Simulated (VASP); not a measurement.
# Al2Cu (I4/mcm) in VASP: a series of runs, part 2 of 2

VASP 6.6.1.

## (4) Single point, PBEsol

This run uses another cell than the first one, of 12.92 Å³/atom, 1.010 times its volume.

INCAR reads:

```
ALGO = Fast ; EDIFF = 1E-6
ENCUT = 520 ; GGA = PS
ISIF = 2 ; ISMEAR = 0
LASPH = T ; LCHARG = F
LREAL = F ; LWAVE = F
NBANDS = 26 ; NELM = 80
PREC = Accurate ; SIGMA = 0.15
```

KPOINTS reads:

```
k-points
0
Gamma
  10 10 10
```

POSCAR reads:

```
Al2Cu
1.0
   -2.9066000000      2.9066000000      2.2931000000
    2.9066000000     -2.9066000000      2.2931000000
    2.9066000000      2.9066000000     -2.2931000000
Al Cu
4 2
Direct
    0.1593210787      0.6593210787      0.8186421574
    0.6593210787      0.8406789213      0.5000000000
    0.8406789213      0.3406789213      0.1813578426
    0.3406789213      0.1593210787      0.5000000000
    0.7500000000      0.7500000000      0.0000000000
    0.2500000000      0.2500000000      0.0000000000
```

Potentials or basis: VASP PAW PBE potentials, release 64 (Al, Cu).

Run with:

```sh
> cat potpaw_PBE.64/Al/POTCAR potpaw_PBE.64/Cu/POTCAR > POTCAR
> mpirun -np 1 vasp_std > vasp.out
```

OUTCAR:

```text
EDIFF = 1E-6
   ENCUT = 520
   GGA = PS
   ISIF = 2
   ISMEAR = 0
   LASPH = T
   LREAL = F
   NELM = 80
   PREC = Accurate

 ion  position               nearest neighbor table
   1  0.159  0.659  0.819-   5 2.47   6 2.47   5 2.47   6 2.47   3 2.62   3 2.74   3 2.74   4 2.95
                             2 2.95   2 2.95   4 2.95   4 3.09   2 3.09   2 3.09   4 3.09
   2  0.659  0.841  0.500-   6 2.47   5 2.47   5 2.47   6 2.47   4 2.62   4 2.74   4 2.74   3 2.95
                             1 2.95   1 2.95   3 2.95   1 3.09   3 3.09   1 3.09   3 3.09
   3  0.841  0.341  0.181-   5 2.47   6 2.47   5 2.47   6 2.47   1 2.62   1 2.74   1 2.74   2 2.95
                             4 2.95   4 2.95   2 2.95   4 3.09   2 3.09   4 3.09   2 3.09
   4  0.341  0.159  0.500-   5 2.47   6 2.47   6 2.47   5 2.47   2 2.62   2 2.74   2 2.74   3 2.95
                             1 2.95   1 2.95   3 2.95   1 3.09   3 3.09   3 3.09   1 3.09
   5  0.750  0.750  0.000-   6 2.29   6 2.29   4 2.47   2 2.47   4 2.47   2 2.47   1 2.47   3 2.47
                             3 2.47   1 2.47
   6  0.250  0.250  0.000-   5 2.29   5 2.29   2 2.47   4 2.47   2 2.47   4 2.47   3 2.47   1 2.47
                             1 2.47   3 2.47

  LATTYP: Found a body centered tetragonal cell.
 ALAT       =     5.8132000000
 C/A-ratio  =     0.7889286452

[... 199 lines left out ...]
  band No.  band energies     occupation
      1      -2.2494      2.00000
      2       3.4930      2.00000
      3       3.6080      2.00000
      4       3.6716      2.00000
      5       3.6716      2.00000
      6       4.7329      2.00000
[... 685 lines left out ...]
     25      17.0425      0.00000
     26      17.2278      0.00000

 [... further k-points ...]

------------------------ aborting loop because EDIFF is reached ----------------------------------------

  FORCE on cell =-STRESS in cart. coord.  units (eV):
  Direction    XX          YY          ZZ          XY          YZ          ZX
  --------------------------------------------------------------------------------------
  -------------------------------------------------------------------------------------
  Total        7.1089917      7.1089917      9.1529666      0.0000000      0.0000000      0.0000000
  in kB      146.9823085    146.9823085    189.2426120      0.0000000      0.0000000      0.0000000
  external PRESSURE =     161.0690763 kB  Pullay stress =       0.0000000 kB

 VOLUME and BASIS-vectors are now :
 -----------------------------------------------------------------------------
  energy-cutoff  :      520.00
  volume of cell :       77.49
      direct lattice vectors                 reciprocal lattice vectors
    -2.906600000  2.906600000  2.293100000     0.000000000  0.172022294  0.218045441
     2.906600000 -2.906600000  2.293100000     0.172022294  0.000000000  0.218045441
     2.906600000  2.906600000 -2.293100000     0.172022294  0.172022294  0.000000000

 POSITION                                       TOTAL-FORCE (eV/Angst)
 -----------------------------------------------------------------------------------
      3.83277      0.92617      0.00000        -0.133053     -0.133053      0.000000
      1.98043      0.92617      2.29310         0.133053     -0.133053      0.000000
     -0.92617      1.98043      2.29310         0.133053      0.133053     -0.000000
      0.92617      1.98043      0.00000        -0.133053      0.133053      0.000000
      0.00000      0.00000      3.43965        -0.000000     -0.000000      0.000000
      0.00000      0.00000      1.14655        -0.000000     -0.000000      0.000000
 -----------------------------------------------------------------------------------
    total drift:                                0.000000      0.000000      0.000000

  FREE ENERGIE OF THE ION-ELECTRON SYSTEM (eV)
  ---------------------------------------------------
  free  energy   TOTEN  =       -25.5815738772 eV

  energy  without entropy=      -25.5637486825  energy(sigma->0) =      -25.57266128
```

stdout:

```text
POSCAR found type information on POSCAR AlCu
 POSCAR found :  2 types and       6 ions
 scaLAPACK will be used
 -----------------------------------------------------------------------------
|                                                                             |
|                                                                             |
|     You enforced a specific xc type in the INCAR file but a different       |
|     I HOPE YOU KNOW WHAT YOU ARE DOING!                                     |
|                                                                             |
 -----------------------------------------------------------------------------

 LDA part: xc-table for (Slater+PW92), standard interpolation
 POSCAR, INCAR and KPOINTS ok, starting setup
 FFT: planning ... GRIDC
 FFT: planning ... GRID_SOFT
 FFT: planning ... GRID
 WAVECAR not read
 entering main loop
```

It took 98 s on 1 thread of Intel Xeon 6975P-C (Granite Rapids), shared host; peak memory 0.32 GiB.

Results:

```yaml
Free_energy: -25.5816 eV
Pressure: 16.1 GPa
Largest_force: 0.188 eV/Å
Band_gap_on_the_k_mesh: zero (band 17 reaches 12.49 eV, above the bottom of band 18 at 7.50 eV)
```

Forces on the atoms (eV/Å):
```
Al  -0.133 -0.133  0.000
Al   0.133 -0.133  0.000
Al   0.133  0.133  0.000
Al  -0.133  0.133  0.000
Cu   0.000  0.000  0.000
Cu   0.000  0.000  0.000
```

Stress tensor (GPa, compression positive):
```
14.70  0.00  0.00
 0.00 14.70  0.00
 0.00  0.00 18.92
```

Levels at points of the mesh, in eV from the Fermi level:
| k point | band 14 | band 15 | band 16 | band 17 | band 18 | band 19 | band 20 | band 21 |
| --- | --- | --- | --- | --- | --- | --- | --- | --- |
| (0.00, 0.00, 0.00) | -2.34 | -1.57 | -1.47 | -1.47 | -1.05 | -0.12 | 0.21 | 1.90 |
| (0.50, 0.00, 0.00) | -3.51 | -2.92 | -2.92 | 0.12 | 0.12 | 4.24 | 4.24 | 4.48 |
| (0.50, 0.50, 0.00) | -3.04 | -1.94 | -1.66 | -0.68 | -0.62 | 0.74 | 1.27 | 4.69 |
| (0.50, 0.50, 0.50) | -3.62 | -3.62 | -1.93 | 2.85 | 2.94 | 2.94 | 3.50 | 4.86 |

Caveat: the PAW data sets were made with another functional, which shifts forces and pressure a little.

## (5) Summary

```csv
cell,further INCAR settings,gap on the mesh (eV),pressure (GPa),largest force (eV/Å)
"a = 4.682 Å, angles 104.2, 104.2, 120.7°, 6 atoms",ALGO = Fast; EDIFF = 1e-07; NBANDS = 26,none,17.9,0.12
"a = 4.682 Å, angles 105.1, 105.1, 118.6°, 6 atoms",ALGO = Fast; EDIFF = 1e-07; NBANDS = 26,none,16.3,0.07
"a = 4.707 Å, angles 103.7, 103.7, 121.7°, 6 atoms",ALGO = Fast; EDIFF = 1e-06; NBANDS = 26,none,16.1,0.19
```

Alike in all rows: task single point; level PBEsol; potentials or basis VASP PAW PBE potentials, release 64 (Al, Cu); no spin polarisation; k mesh 10 × 10 × 10; cutoff (eV) 520; smearing gaussian 0.15 eV.

Caveats: the PAW data sets were made with another functional, which shifts forces and pressure a little.

Absolute energies hang on the potentials; compare differences alone.
